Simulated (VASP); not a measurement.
Set up this calculation in VASP 6.6.1, as the native input.

```
Task                   : single point
Functional             : r2SCAN
Potentials or basis    : VASP PAW PBE potentials, release 64 (Zn, Sn_d, P)
Cutoff                 : 550 eV
k mesh                 : 6 × 6 × 6
Occupations            : fermi-dirac, width 0.02 eV
Spin                   : no spin polarisation
Dipole correction      : no
Further INCAR settings : ALGO = Normal; EDIFF = 1e-06; NBANDS = 46
```

ZnSnP2:

```
CELL_PARAMETERS angstrom
-2.82521 2.82521 5.66357
2.82521 -2.82521 5.66357
2.82521 2.82521 -5.66357
ATOMIC_POSITIONS crystal
Zn 0.75000 0.25000 0.50000
Zn 0.00000 0.00000 0.00000
Sn 0.25000 0.75000 0.50000
Sn 0.50000 0.50000 0.00000
P 0.37500 0.35326 0.47826
P 0.64674 0.12500 0.02174
P 0.10326 0.62500 0.97826
P 0.87500 0.89674 0.52174
```

The input as run:

POSCAR

```
ZnSnP2
1.0
   -2.8252090207      2.8252090207      5.6635693201
    2.8252090207     -2.8252090207      5.6635693201
    2.8252090207      2.8252090207     -5.6635693201
Zn Sn P
2 2 4
Direct
    0.7500000000      0.2500000000      0.5000000000
    0.0000000000      0.0000000000      0.0000000000
    0.2500000000      0.7500000000      0.5000000000
    0.5000000000      0.5000000000      0.0000000000
    0.3750000000      0.3532624366      0.4782624366
    0.6467375634      0.1250000000      0.0217375634
    0.1032624366      0.6250000000      0.9782624366
    0.8750000000      0.8967375634      0.5217375634
```

INCAR.step1

```
  PREC = Accurate
  ENCUT = 550
  ISMEAR = -1
  SIGMA = 0.02
  LREAL = F
  LASPH = T
  NELM = 120
  NBANDS = 46
  GGA = PE
  ALGO = Normal
  EDIFF = 1E-5
  LWAVE = T
  LCHARG = F
  GGA_COMPAT = F
```

INCAR.step2

```
  PREC = Accurate
  ENCUT = 550
  EDIFF = 1E-6
  ISMEAR = -1
  SIGMA = 0.02
  LREAL = F
  LASPH = T
  NELM = 120
  ALGO = Normal
  ISIF = 2
  LWAVE = F
  LCHARG = T
  METAGGA = R2SCAN
  LMIXTAU = T
  LELF = T
  LVHAR = T
  NBANDS = 46
  ISTART = 1
  GGA_COMPAT = F
```

KPOINTS

```
Automatic mesh
0
Gamma
  6 6 6
```

Potentials or basis: VASP PAW PBE potentials, release 64 (Zn, Sn_d, P).

Run with:

```bash
$ cat potpaw_PBE.64/Zn/POTCAR potpaw_PBE.64/Sn_d/POTCAR potpaw_PBE.64/P/POTCAR > POTCAR
$ cp INCAR.step1 INCAR
$ mpirun -np 1 vasp_std > vasp.out
$ cp INCAR.step2 INCAR
$ mpirun -np 1 vasp_std > vasp.out
```

Results of the run:

```yaml
Pressure: -0.1 GPa
Largest_force: 0.018 eV/Å
Band_gap_on_the_k_mesh: 1.25 eV
```

Caveat: the PAW data sets were made with another functional, which shifts forces and pressure a little; spin-orbit coupling is left out, which moves the levels of the heavy elements.

It took 19 min on 1 thread of Intel(R) Xeon(R) 6975P-C (Granite Rapids), with other jobs on the host, peak memory 0.54 GiB.
